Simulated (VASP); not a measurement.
Write the native input for VASP 6.6.1 that does the following.

| Quantity | Value |
| --- | --- |
| Task | single point |
| Functional | LDA |
| Potentials or basis | VASP PAW LDA potentials, release 64 (Pb_d) |
| Cutoff | 520 eV |
| k mesh | 11 × 11 × 11 |
| Occupations | fermi-dirac, width 0.05 eV |
| Spin | non-collinear spin, zero start, spin-orbit coupling |
| Starting moments | [[0.0, 0.0, 0.0], [0.0, 0.0, 0.0]] μB |
| Dipole correction | no |
| Further INCAR settings | ALGO = Normal; EDIFF = 1e-06; NBANDS = 40 |

The structure of Pb lies in POSCAR:

```
Pb
1.0
    0.0000000000      3.4220731882      3.4220731882
    3.4220731882      0.0000000000      3.4220731882
    3.4220731882      3.4220731882      0.0000000000
Pb
2
Direct
   -0.1250000000     -0.1250000000     -0.1250000000
    0.1250000000      0.1250000000      0.1250000000
```

One way to write it, as run:

INCAR

```
ALGO = Normal ; EDIFF = 1E-6
ENCUT = 520 ; GGA_COMPAT = F
ISIF = 2 ; ISMEAR = -1
LASPH = T ; LCHARG = F
LORBIT = 11 ; LORBMOM = T
LREAL = F ; LSORBIT = T
LWAVE = F ; MAGMOM = 0 0 0 0 0 0
NBANDS = 40 ; NELM = 150
PREC = Accurate ; SIGMA = 0.05
```

KPOINTS

```
k-points
0
Gamma
  11 11 11
```

Potentials or basis: VASP PAW LDA potentials, release 64 (Pb_d).

Command:

```sh
$ cat potpaw_LDA.64/Pb_d/POTCAR > POTCAR
$ mpirun -np 1 vasp_ncl > vasp.out
```

It gave:

```json
{
 "Pressure": "0.1 GPa",
 "Net moment": "0.00 μB per cell",
 "Valence electrons inside the program's atomic spheres": "Pb 12.06"
}
```

It took 3.6 min on 1 thread of Intel(R) Xeon(R) Platinum 8488C (Sapphire Rapids) (shared host), peak memory 0.43 GiB.
